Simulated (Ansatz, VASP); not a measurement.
## Two plane-wave programs on Sn3Se

```
Sn Se
1.0
     0.00000    3.72795    3.72795
     3.72795    0.00000    3.72795
     3.72795    3.72795    0.00000
Sn Se
3 1
Direct
  0.25000 0.25000 0.25000
  0.75000 0.75000 0.75000
  0.48659 0.48659 0.51341
  0.00000 0.00000 0.00000
```

Alike in both runs: task single point; functional PBE; k mesh 12 × 12 × 12; occupations gaussian, width 0.15 eV; no spin polarisation.

```csv
,VASP,Ansatz
version,VASP 6.6.1,Ansatz 0.2.0
potentials or method,"VASP PAW PBE potentials, release 64 (Sn_d, Se), cutoff 520 eV","scalar-relativistic, plane waves, PAW"
valence electrons in the cell,48,58
```

```tsv
	VASP	Ansatz	Ansatz less VASP
gap on the k mesh at the Fermi level (eV)	none	none	-
pressure (GPa)	0.2	0.2	+0.01
traceless stress, the component that is largest in VASP (GPa)	-0.07	-0.07	0.000
rms of the force components (eV/Å)	0.084	0.084	-0.0003
```

Atom by atom the forces differ by 0.000 eV/Å (rms over components). A gap of «none» marks a metal or a gap that the smearing closes. VASP's potentials hold 48 valence electrons a cell and Ansatz's 58, so a difference there can come from the potentials and not from the codes.
